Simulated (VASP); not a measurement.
# Hg: single point with LDA

Hg:

```
Hg
1.0
     3.27392    0.00000    0.00000
    -1.02934    3.10790    0.00000
    -1.12229   -1.55395    2.65411
Hg
1
Direct
  0.50000 0.50000 0.00000
```

```yaml
Program: VASP 6.6.1
Task: single point
Functional: LDA
Potentials_or_basis: VASP PAW LDA potentials, release 64 (Hg)
Cutoff: 520 eV
k_mesh: 9 × 9 × 9
Occupations: methfessel-paxton, width 0.1 eV
Spin: no spin polarisation
```

```
Pressure               : -4.7 GPa
Band gap on the k mesh : zero (band 6 reaches 2.69 eV, above the bottom of band 7 at 0.96 eV)
```

Stress tensor (GPa, compression positive):
```
-4.72  0.32  0.00
 0.32 -4.51  0.00
 0.00  0.00 -4.95
```

Levels at points of the mesh, in eV from the Fermi level:
| k point | band 2 | band 3 | band 4 | band 5 | band 6 | band 7 | band 8 | band 9 | band 10 | band 11 |
| --- | --- | --- | --- | --- | --- | --- | --- | --- | --- | --- |
| (0.00, 0.00, 0.00) | -6.28 | -6.28 | -6.24 | -5.59 | -5.54 | 14.71 | 14.83 | 14.83 | 14.92 | 15.31 |

Wall time 13 s on 1 thread of Intel Xeon 8259CL, on a shared host, peak memory 0.14 GiB.

Caveat: spin-orbit coupling is left out, which moves the levels of the heavy elements.
